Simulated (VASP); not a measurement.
Set up this calculation in VASP 6.6.1, as the native input.

```yaml
Task: single point
Functional: PBEsol
Potentials_or_basis: VASP PAW PBE potentials, release 64 (Ta_pv)
Cutoff: 520 eV
k_mesh: 12 × 12 × 8
Occupations: gaussian, width 0.15 eV
Spin: no spin polarisation
Dipole_correction: no
Further_INCAR_settings: ALGO = Fast; EDIFF = 1e-06; NBANDS = 18
```

The structure of Ta lies in POSCAR:

```
Ta
1.0
    2.8669354486      0.0000000000      0.0000000000
   -1.4334677243      2.4828389295      0.0000000000
    0.0000000000      0.0000000000      5.0914149207
Ta
2
Direct
    0.5410003387      0.2543800283      0.7510403075
    0.4589996613      0.7456199717      0.2489596925
```

This cell differs from its parent crystal: atoms moved at random.

One way to write it, as run:

INCAR

```
SYSTEM = Ta
PREC = Accurate ; ENCUT = 520
EDIFF = 1E-6 ; ISMEAR = 0
SIGMA = 0.15 ; LREAL = .False.
LASPH = .True. ; NELM = 80
ALGO = Fast ; ISIF = 2
LWAVE = .False. ; LCHARG = .True.
GGA = PS ; LELF = .True.
LVHAR = .True. ; NBANDS = 18
```

KPOINTS

```
regular mesh
0
Gamma
  12 12 8
  0 0 0
```

Potentials or basis: VASP PAW PBE potentials, release 64 (Ta_pv).

Command:

```sh
$ cat potpaw_PBE.64/Ta_pv/POTCAR > POTCAR
$ mpirun -np 1 vasp_std > vasp.out
```

Results of the run:

The pressure is -0.6 GPa, the largest force is 0.564 eV/Å and the band gap on the k mesh is zero (bands 11 and 12 overlap by 3.36 eV).

Caveat: the cell differs from its parent crystal (atoms moved at random); the PAW data sets were made with another functional, which shifts forces and pressure a little; spin-orbit coupling is left out, which moves the levels of the heavy elements.

Wall time 8.2 min on 1 thread of AMD EPYC 7R13 (shared host), peak memory 0.38 GiB.
